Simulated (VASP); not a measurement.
# BeTe (I-4m2) in VASP: further runs

Runs on BeTe. Level: PBEsol. Tasks: single point.

Program: VASP 6.6.1. These are calculated values, not measurements. Logs are shortened: lines on timing, memory, paths and dates and some standing lists are left out, and cuts for length are marked.

## Step 1: The cell of the first run

It takes space group I-4m2 (No. 119, tetragonal). Conventional cell: a = 3.924 Å, b = 3.924 Å, c = 5.651 Å, α = 90.00°, β = 90.00°, γ = 90.00°. Within 3.2 Å of Be (site symmetry -4m2) lie 4 Te at 2.42 Å. Within 3.2 Å of Te (site symmetry -4m2) lie 4 Be at 2.42 Å.

## Step 2: Single point, PBEsol (in-plane strain -0.01, then relaxed in part)

Input file INCAR:

```
ALGO     = Normal         # electronic algorithm
EDIFF    = 1E-7           # SCF threshold, eV
ENCUT    = 520            # plane-wave cutoff, eV
GGA      = PS             # functional
ISIF     = 2              # what is computed and relaxed
ISMEAR   = 0              # smearing method
LASPH    = True           # aspherical terms in the spheres
LCHARG   = True           # write CHGCAR
LELF     = True           # ELF
LREAL    = False          # projectors in reciprocal space
LVHAR    = True         
LWAVE    = False          # write WAVECAR
NBANDS   = 11             # bands
NELM     = 80             # most SCF steps
PREC     = Accurate       # precision mode
SIGMA    = 0.01           # smearing width, eV
```

Input file KPOINTS:

```
k-points
0
Gamma
  8 8 8
```

Input file POSCAR:

```
BeTe
1.0
    2.7747480777      2.7747480777      0.0000000000
   -2.7747480777      2.7747480777      0.0000000000
    0.0000000000      2.7747480777      2.8256201302
Be Te
1 1
Direct
    0.0000000000      0.0000000000      0.0000000000
    0.7500000000      0.2500000000      0.5000000000
```

Potentials or basis: VASP PAW PBE potentials, release 64 (Be, Te).

Started as:

```console
$ cat potpaw_PBE.64/Be/POTCAR potpaw_PBE.64/Te/POTCAR > POTCAR
$ mpirun -np 1 vasp_std > vasp.out
```

OUTCAR:

```text
EDIFF = 1E-7
   ENCUT = 520
   GGA = PS
   ISIF = 2
   ISMEAR = 0
   LASPH = True
   LREAL = False
   NELM = 80
   PREC = Accurate

 ion  position               nearest neighbor table
   1  0.000  0.000  0.000-   2 2.42   2 2.42   2 2.42   2 2.42
   2  0.750  0.250  0.500-   1 2.42   1 2.42   1 2.42   1 2.42

  LATTYP: Found a body centered tetragonal cell.
 ALAT       =     3.9240863637
 C/A-ratio  =     1.4401416627

  Lattice vectors:

 A1 = (   2.7747480777,   0.0000000000,  -2.8256201302)
 A2 = (  -2.7747480777,   0.0000000000,  -2.8256201302)
 A3 = (   0.0000000000,   2.7747480777,   2.8256201302)

Analysis of symmetry for initial positions (statically):
=====================================================================
 Subroutine PRICEL returns:
 Original cell was already a primitive cell.

 Routine SETGRP: Setting up the symmetry group for a
 body centered tetragonal supercell.

 Subroutine GETGRP returns: Found  8 space group operations
 (whereof  8 operations were pure point group operations)
 out of a pool of 16 trial point group operations.

The static configuration has the point symmetry D_2d.

Analysis of symmetry for dynamics (positions and initial velocities):
=====================================================================
 Subroutine PRICEL returns:
 Original cell was already a primitive cell.

 Routine SETGRP: Setting up the symmetry group for a
 body centered tetragonal supercell.

 Subroutine GETGRP returns: Found  8 space group operations
 (whereof  8 operations were pure point group operations)
 out of a pool of 16 trial point group operations.

The dynamic configuration has the point symmetry D_2d.

 Subroutine INISYM returns: Found  8 space group operations
 (whereof  8 operations are pure point group operations),
 and found     1 'primitive' translations

----------------------------------------------------------------------------------------

                                     Primitive cell

  volume of cell :      43.5102

  direct lattice vectors                    reciprocal lattice vectors
     2.774748078  2.774748078  0.000000000     0.180196539  0.180196539 -0.176952307
    -2.774748078  2.774748078  0.000000000    -0.180196539  0.180196539 -0.176952307
     0.000000000  2.774748078  2.825620130     0.000000000  0.000000000  0.353904613

  length of vectors
     3.924086364  3.924086364  3.960221713     0.310247811  0.310247811  0.353904613

  position of ions in fractional coordinates (direct lattice)
     0.000000000  0.000000000  0.000000000
     0.750000000  0.250000000  0.500000000

  ion indices of the primitive-cell ions
   primitive index   ion index
                 1           1
                 2           2

----------------------------------------------------------------------------------------

 KPOINTS: k-points

Automatic generation of k-mesh.
 Grid dimensions read from file:
 generate k-points for:    8    8    8

 Generating k-lattice:

  Cartesian coordinates                     Fractional coordinates (reciprocal lattice)
     0.022524567  0.022524567 -0.022119038     0.125000000  0.000000000  0.000000000
    -0.022524567  0.022524567 -0.022119038     0.000000000  0.125000000  0.000000000
     0.000000000  0.000000000  0.044238077     0.000000000  0.000000000  0.125000000

  Length of vectors
     0.038780976  0.038780976  0.044238077

  Shift w.r.t. Gamma in fractional coordinates (k-lattice)
     0.000000000  0.000000000  0.000000000

 Subroutine IBZKPT returns following result:
 ===========================================

 Found     59 irreducible k-points:

 Following reciprocal coordinates:
            Coordinates               Weight
  0.000000  0.000000  0.000000      1.000000
  0.125000  0.000000  0.000000      8.000000
  0.250000  0.000000  0.000000      8.000000
  0.375000  0.000000  0.000000      8.000000
  0.500000  0.000000  0.000000      4.000000
  0.125000  0.125000  0.000000      8.000000
[... 16 lines left out ...]
  0.250000  0.000000  0.125000      4.000000
  0.375000  0.000000  0.125000      8.000000
 [... further k-points ...]
   k-points           NKPTS =     59   k-points in BZ     NKDIM =     59   number of bands    NBANDS=     11
   number of dos      NEDOS =    301   number of ions     NIONS =      2
   total plane-waves  NPLWV =  27000
   dimension x,y,z NGX =    30 NGY =   30 NGZ =   30
   dimension x,y,z NGXF=    60 NGYF=   60 NGZF=   60
   ions per type =               1   1
   NGX,Y,Z   is equivalent  to a cutoff of  12.71, 12.71, 12.59 a.u.
   NGXF,Y,Z  is equivalent  to a cutoff of  25.42, 25.42, 25.19 a.u.
 SYSTEM =  unknown system
   PREC   = accura    normal or accurate (medium, high low for compatibility)
   ISTART =      0    job   : 0-new  1-cont  2-samecut
   ICHARG =      2    charge: 1-file 2-atom 10-const
   ISPIN  =      1    spin polarized calculation?
   LNONCOLLINEAR =      F non collinear calculations
   LSORBIT =      F    spin-orbit coupling
[... 56 lines left out ...]
 fundamental gap:      1.7127678152
 Fermi energy:         5.4577531044

 k-point     1 :       0.0000    0.0000    0.0000
  band No.  band energies     occupation
      1      -7.2086      2.00000
      2       5.2301      2.00000
      3       5.3333      2.00000
      4       5.3333      2.00000
      5       8.8653      0.00000
      6       8.8653      0.00000
      7       8.9021      0.00000
      8       9.2191      0.00000
      9      13.5313      0.00000
     10      15.4010      0.00000
     11      15.7815      0.00000

 k-point     2 :       0.1250    0.0000    0.0000
  band No.  band energies     occupation
      1      -7.0548      2.00000
      2       3.9349      2.00000
      3       5.0086      2.00000
      4       5.0949      2.00000
      5       8.8350      0.00000
      6       9.2249      0.00000
      7       9.2475      0.00000
      8      10.5122      0.00000
      9      13.9462      0.00000
     10      14.4536      0.00000
     11      14.7128      0.00000

 k-point     3 :       0.2500    0.0000    0.0000
  band No.  band energies     occupation
      1      -6.6288      2.00000
      2       1.8636      2.00000
      3       4.5333      2.00000
      4       4.6553      2.00000
      5       8.6211      0.00000
      6       9.7578      0.00000
      7       9.7882      0.00000
      8      12.4074      0.00000
      9      14.1589      0.00000
     10      14.3547      0.00000
     11      14.3622      0.00000

 k-point     4 :       0.3750    0.0000    0.0000
  band No.  band energies     occupation
      1      -6.0815      2.00000
      2       0.2204      2.00000
      3       4.1704      2.00000
      4       4.3208      2.00000
      5       8.4506      0.00000
      6       9.8439      0.00000
      7       9.9361      0.00000
      8      13.0341      0.00000
      9      15.0778      0.00000
     10      15.3640      0.00000
     11      15.4722      0.00000

 k-point     5 :       0.5000    0.0000    0.0000
  band No.  band energies     occupation
      1      -5.7923      2.00000
      2      -0.4453      2.00000
      3       4.0404      2.00000
      4       4.2014      2.00000
      5       8.3897      0.00000
      6       9.7970      0.00000
      7       9.9046      0.00000
      8      12.9582      0.00000
      9      16.2299      0.00000
     10      16.7882      0.00000
     11      16.9638      0.00000
[... 211 lines left out ...]
 k-point    21 :       0.5000    0.5000    0.0000
  band No.  band energies     occupation
      1      -5.2492      2.00000
      2       0.0629      2.00000
      3       2.4832      2.00000
      4       2.5167      2.00000
      5       7.0461      0.00000
      6       7.8260      0.00000
      7      15.1213      0.00000
      8      15.2030      0.00000
      9      16.9861      0.00000
     10      18.4727      0.00000
     11      18.7185      0.00000

 k-point    22 :       0.0000    0.0000    0.1250
  band No.  band energies     occupation
      1      -7.0085      2.00000
      2       4.1173      2.00000
      3       4.6485      2.00000
      4       4.6485      2.00000
      5       8.5064      0.00000
      6       9.8623      0.00000
      7       9.8623      0.00000
      8      10.2362      0.00000
      9      13.1602      0.00000
     10      14.3566      0.00000
     11      16.0209      0.00000

 k-point    23 :       0.2500    0.0000    0.1250
  band No.  band energies     occupation
      1      -6.8042      2.00000
      2       2.9193      2.00000
      3       3.9142      2.00000
      4       5.0764      2.00000
      5       9.2401      0.00000
      6       9.3351      0.00000
      7       9.7525      0.00000
      8      11.3779      0.00000
      9      13.6513      0.00000
     10      14.3777      0.00000
     11      15.2455      0.00000

 k-point    24 :       0.3750    0.0000    0.1250
  band No.  band energies     occupation
      1      -6.3239      2.00000
      2       1.2667      2.00000
      3       3.2698      2.00000
      4       4.6352      2.00000
      5       9.2284      0.00000
      6       9.9100      0.00000
      7      10.1796      0.00000
      8      12.0939      0.00000
      9      13.6305      0.00000
     10      15.0018      0.00000
     11      16.4821      0.00000

 [... further k-points ...]
[... 5 lines left out ...]
  --------------------------------------------------------------------------------------
  -------------------------------------------------------------------------------------
  Total        0.3664611      0.3664611      0.0595594      0.0000000      0.0000000      0.0000000
  in kB       13.4942132     13.4942132      2.1931591      0.0000000      0.0000000      0.0000000
  external PRESSURE =       9.7271951 kB  Pullay stress =       0.0000000 kB

 VOLUME and BASIS-vectors are now :
 -----------------------------------------------------------------------------
  energy-cutoff  :      520.00
  volume of cell :       43.51
      direct lattice vectors                 reciprocal lattice vectors
     2.774748078  2.774748078  0.000000000     0.180196539  0.180196539 -0.176952307
    -2.774748078  2.774748078  0.000000000    -0.180196539  0.180196539 -0.176952307
     0.000000000  2.774748078  2.825620130     0.000000000  0.000000000  0.353904613

 POSITION                                       TOTAL-FORCE (eV/Angst)
 -----------------------------------------------------------------------------------
      0.00000      0.00000      0.00000         0.000000      0.000000      0.000000
      1.38737      4.16212      1.41281        -0.000000     -0.000000      0.000000
 -----------------------------------------------------------------------------------
    total drift:                               -0.000000      0.000000      0.000000

  FREE ENERGIE OF THE ION-ELECTRON SYSTEM (eV)
  ---------------------------------------------------
  free  energy   TOTEN  =        -8.2120509957 eV

  energy  without entropy=       -8.2120509957  energy(sigma->0) =       -8.21205100
```

Wall time 51 s (1 thread of AMD EPYC 7R13 (Zen 3), shared host); peak memory 0.15 GiB.

What came out:

* Free energy: -8.2121 eV
* Pressure: 1.0 GPa
* Band gap on the k mesh: 1.71 eV, indirect (least direct gap 3.53 eV)

Caveat: the cell differs from its parent crystal (in-plane strain -0.01, then relaxed in part); the PAW data sets were made with another functional, which shifts forces and pressure a little; spin-orbit coupling is left out, which moves the levels of the heavy elements.

## Step 3: Single point, PBEsol (in-plane strain -0.01)

Input file INCAR:

```
SYSTEM = BeTe
PREC     = Accurate       ! precision mode
ENCUT    = 520            ! plane-wave cutoff, eV
EDIFF    = 1E-7           ! SCF threshold, eV
ISMEAR   = 0              ! smearing method
SIGMA    = 0.01           ! smearing width, eV
LREAL    = .False.        ! projectors in reciprocal space
LASPH    = .True.         ! aspherical terms in the spheres
NELM     = 60             ! most SCF steps
ALGO     = Normal         ! electronic algorithm
ISIF     = 2              ! what is computed and relaxed
LWAVE    = .False.        ! write WAVECAR
LCHARG   = .False.        ! write CHGCAR
GGA      = PS             ! functional
NBANDS   = 11             ! bands
```

Input file KPOINTS:

```
regular mesh
0
Gamma
  8 8 8
  0 0 0
```

POSCAR, as its differences from that of step 2:

```diff
@@ -4,3 +4,3 @@
    -2.7747480777      2.7747480777      0.0000000000
-    0.0000000000      2.7747480777      2.8256201302
+    0.0000000000      2.7747480777      2.8195924911
 Be Te
```

Potentials or basis: VASP PAW PBE potentials, release 64 (Be, Te).

Started as:

```console
$ cat potpaw_PBE.64/Be/POTCAR potpaw_PBE.64/Te/POTCAR > POTCAR
$ mpirun -np 1 vasp_std > vasp.out
```

Run time: 62 s. Hardware: 1 thread of AMD EPYC 7R13 (Zen 3), shared host; peak memory 0.15 GiB.

Results (log left out):

| Property | Result |
| --- | --- |
| Free energy | -8.2119 eV |
| Pressure | 1.1 GPa |
| Band gap on the k mesh | 1.72 eV, indirect (least direct gap 3.54 eV) |

Stress tensor (GPa, compression positive):
```
1.44 0.00 0.00
0.00 1.44 0.00
0.00 0.00 0.45
```

Levels at points of the mesh, in eV from the valence-band top:
```csv
k point,band 1,band 2,band 3,band 4,band 5,band 6,band 7,band 8
"(0.00, 0.00, 0.00)",-12.55,-0.09,0.00,0.00,3.54,3.54,3.57,3.91
"(0.50, 0.00, 0.00)",-11.13,-5.79,-1.28,-1.14,3.07,4.47,4.57,7.63
"(0.50, 0.50, 0.00)",-10.59,-5.28,-2.85,-2.82,1.72,2.50,9.81,9.89
"(0.00, 0.00, 0.50)",-10.66,-5.37,-2.72,-2.72,1.83,2.63,9.84,9.84
```

Caveat: the cell differs from its parent crystal (in-plane strain -0.01); the PAW data sets were made with another functional, which shifts forces and pressure a little; spin-orbit coupling is left out, which moves the levels of the heavy elements.

## Step 4: Single point, PBEsol (in-plane strain -0.005, then relaxed in part)

Input file INCAR:

```
PREC     = Accurate       # precision mode
ENCUT    = 520            # plane-wave cutoff, eV
EDIFF    = 1E-6           # SCF threshold, eV
ISMEAR   = 0              # smearing method
SIGMA    = 0.01           # smearing width, eV
LREAL    = False          # projectors in reciprocal space
LASPH    = True           # aspherical terms in the spheres
NELM     = 60             # most SCF steps
ALGO     = Normal         # electronic algorithm
ISIF     = 2              # what is computed and relaxed
LWAVE    = False          # write WAVECAR
LCHARG   = True           # write CHGCAR
GGA      = PS             # functional
LELF     = True           # ELF
LVHAR    = True         
NBANDS   = 11             # bands
```

Input file KPOINTS:

```
Automatic mesh
0
Gamma
  8 8 8
```

Input file POSCAR:

```
BeTe
1.0
    2.7887619569      2.7887619569      0.0000000000
   -2.7887619569      2.7887619569      0.0000000000
    0.0000000000      2.7887619569      2.8137877564
Be Te
1 1
Direct
    0.0000000000      0.0000000000      0.0000000000
    0.7500000000      0.2500000000      0.5000000000
```

Started as:

```console
$ cat potpaw_PBE.64/Be/POTCAR potpaw_PBE.64/Te/POTCAR > POTCAR
$ mpirun -np 1 vasp_std > vasp.out
```

It used 31 s of CPU time on 1 thread of AMD EPYC 7R13 Processor (Zen 3), with other jobs on the host.

The run converged. Its results:

- Free energy: -8.2147 eV
- Pressure: 0.6 GPa
- Band gap on the k mesh: 1.77 eV, indirect (least direct gap 3.56 eV)

Stress tensor (GPa, compression positive):
```
0.79 0.00 0.00
0.00 0.79 0.00
0.00 0.00 0.25
```

Levels at points of the mesh, in eV from the valence-band top:
| k point | band 1 | band 2 | band 3 | band 4 | band 5 | band 6 | band 7 | band 8 |
| --- | --- | --- | --- | --- | --- | --- | --- | --- |
| (0.00, 0.00, 0.00) | -12.48 | -0.05 | 0.00 | 0.00 | 3.56 | 3.56 | 3.58 | 3.86 |
| (0.50, 0.00, 0.00) | -11.08 | -5.72 | -1.22 | -1.15 | 3.07 | 4.50 | 4.56 | 7.64 |
| (0.50, 0.50, 0.00) | -10.56 | -5.24 | -2.78 | -2.76 | 1.77 | 2.54 | 9.80 | 9.84 |
| (0.00, 0.00, 0.50) | -10.60 | -5.29 | -2.71 | -2.71 | 1.83 | 2.62 | 9.81 | 9.81 |

Caveat: the cell differs from its parent crystal (in-plane strain -0.005, then relaxed in part); the PAW data sets were made with another functional, which shifts forces and pressure a little; spin-orbit coupling is left out, which moves the levels of the heavy elements.

## Step 5: Single point, PBEsol (in-plane strain -0.005)

Input file INCAR:

```
PREC = Accurate
ENCUT = 520
EDIFF = 1E-6
ISMEAR = 0
SIGMA = 0.01
LREAL = F
LASPH = T
NELM = 60
ALGO = Normal
ISIF = 2
LWAVE = F
LCHARG = F
GGA = PS
NBANDS = 11
```

KPOINTS is that of step 4.

POSCAR, as its differences from that of step 4:

```diff
@@ -4,3 +4,3 @@
    -2.7887619569      2.7887619569      0.0000000000
-    0.0000000000      2.7887619569      2.8137877564
+    0.0000000000      2.7887619569      2.8111841636
 Be Te
```

Started as:

```console
$ cat potpaw_PBE.64/Be/POTCAR potpaw_PBE.64/Te/POTCAR > POTCAR
$ mpirun -np 1 vasp_std > vasp.out
```

Wall time 36 s (1 thread of AMD EPYC 7R13 (Zen 3), shared host); peak memory 0.15 GiB.

Results (log left out):

* Free energy: -8.2146 eV
* Pressure: 0.7 GPa
* Band gap on the k mesh: 1.77 eV, indirect (least direct gap 3.56 eV)

Stress tensor (GPa, compression positive):
```
0.83 0.00 0.00
0.00 0.83 0.00
0.00 0.00 0.35
```

Levels at points of the mesh, in eV from the valence-band top:
```csv
k point,band 1,band 2,band 3,band 4,band 5,band 6,band 7,band 8,band 9
"(0.00, 0.00, 0.00)",-12.49,-0.04,0.00,0.00,3.56,3.56,3.58,3.87,8.21
"(0.50, 0.00, 0.00)",-11.09,-5.73,-1.22,-1.15,3.07,4.51,4.56,7.64,10.91
"(0.50, 0.50, 0.00)",-10.56,-5.24,-2.78,-2.76,1.77,2.55,9.81,9.84,11.63
"(0.00, 0.00, 0.50)",-10.60,-5.29,-2.72,-2.72,1.82,2.61,9.82,9.82,11.58
```

Caveat: the cell differs from its parent crystal (in-plane strain -0.005); the PAW data sets were made with another functional, which shifts forces and pressure a little; spin-orbit coupling is left out, which moves the levels of the heavy elements.

## Step 6: Overview

| cell | gap on the mesh (eV) | pressure (GPa) |
| --- | --- | --- |
| a = 3.924, b = 3.924, c = 3.960 Å, angles 60.3, 60.3, 90.0°, 2 atoms | 1.71 | 1.0 |
| a = 3.924, b = 3.924, c = 3.956 Å, angles 60.3, 60.3, 90.0°, 2 atoms | 1.72 | 1.1 |
| a = 3.944, b = 3.944, c = 3.962 Å, angles 60.1, 60.1, 90.0°, 2 atoms | 1.77 | 0.6 |
| a = 3.944, b = 3.944, c = 3.960 Å, angles 60.1, 60.1, 90.0°, 2 atoms | 1.77 | 0.7 |

Alike in all rows: task single point; level PBEsol; potentials or basis VASP PAW PBE potentials, release 64 (Be, Te); no spin polarisation; k mesh 8 × 8 × 8; cutoff (eV) 520; smearing gaussian 0.01 eV.

Caveats: the PAW data sets were made with another functional, which shifts forces and pressure a little; spin-orbit coupling is left out, which moves the levels of the heavy elements.

Total energies depend on the potentials used, so only differences within one code and one set of settings carry meaning.
